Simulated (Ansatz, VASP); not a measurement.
## Li2O: VASP beside Ansatz

Contents of INCAR:

```
  ALGO = Normal
  EDIFF = 1E-6
  ENCUT = 750
  GGA = PE
  GGA_COMPAT = False
  ISIF = 2
  ISMEAR = 0
  LASPH = True
  LCHARG = False
  LREAL = False
  LWAVE = False
  NBANDS = 13
  NELM = 120
  PREC = Accurate
  SIGMA = 0.01
```

The input KPOINTS:

```
k-points
0
Gamma
  8 8 8
```

Contents of POSCAR:

```
Li2O
1.0
    0.0000000000      2.2863690217      2.2863690217
    2.2863690217      0.0000000000      2.2863690217
    2.2863690217      2.2863690217      0.0000000000
Li O
2 1
Direct
    0.2500000000      0.2500000000      0.2500000000
    0.7500000000      0.7500000000      0.7500000000
    0.0000000000      0.0000000000      0.0000000000
```

Input for Ansatz:

```yaml
crystal:
  lattice:
    - [0.0, 2.2863690217, 2.2863690217]
    - [2.2863690217, 0.0, 2.2863690217]
    - [2.2863690217, 2.2863690217, 0.0]
  atoms:
    - { symbol: Li, position: [0.25, 0.25, 0.25] }
    - { symbol: Li, position: [0.75, 0.75, 0.75] }
    - { symbol: O, position: [0.0, 0.0, 0.0] }
kpoints:
  mp_grid: { grid: [8, 8, 8] }
hamiltonian:
  xc: pbe
scf:
  occupations: { method: fixed }
output:
  optics:
    e_range: [0, 20]
    de: 0.05
    sigma: 0.1
    bands: { spectra_wanted_up_to: 20 }
```

Alike in both runs: task single point; functional PBE; k mesh 8 × 8 × 8; no spin polarisation.

```csv
,VASP,Ansatz
version,VASP 6.6.1,Ansatz 0.2.0
potentials or method,"VASP PAW PBE potentials, release 64 (Li_sv, O)","plane waves, PAW"
plane-wave cutoff (eV),750,420
occupations,"gaussian, width 0.01 eV",fixed
valence electrons in the cell,12,12
```

VASP gave:

- gap on the k mesh at the Fermi level (eV): 5.04

What did Ansatz give for the same quantities?

gap on the k mesh at the Fermi level (eV): 5.05.
